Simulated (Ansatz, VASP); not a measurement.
# Ta in VASP and in Ansatz

```xyz
1
Lattice="-1.6598 1.6598 1.6598 1.6598 -1.6598 1.6598 1.6598 1.6598 -1.6598" Properties=species:S:1:pos:R:3 pbc="T T T"
Ta    0.0000    0.0000    0.0000
```

Alike in both runs: functional PBE; k mesh 18 × 18 × 18; occupations fermi-dirac, width 0.08 eV; no spin polarisation.

Ansatz relaxed the structure, and its values are those at the end. VASP's run is a single point on that final structure, the one shown.

|  | VASP | Ansatz |
| --- | --- | --- |
| version | VASP 6.6.1 | Ansatz 0.2.0 |
| potentials or method | VASP PAW PBE potentials, release 64 (Ta_pv) | PAW with Ansatz's default frozen-core files, scalar-relativistic |
| plane-wave cutoff (eV) | 520 | 420 |
| valence electrons in the cell | 11 | 13 |

|  | VASP | Ansatz | Ansatz less VASP |
| --- | --- | --- | --- |
| pressure (GPa) | 0.1 | 0.0 | -0.09 |

VASP's potentials hold 11 valence electrons a cell and Ansatz's 13, so a difference there can come from the potentials and not from the codes.

Spin-orbit coupling is off throughout.
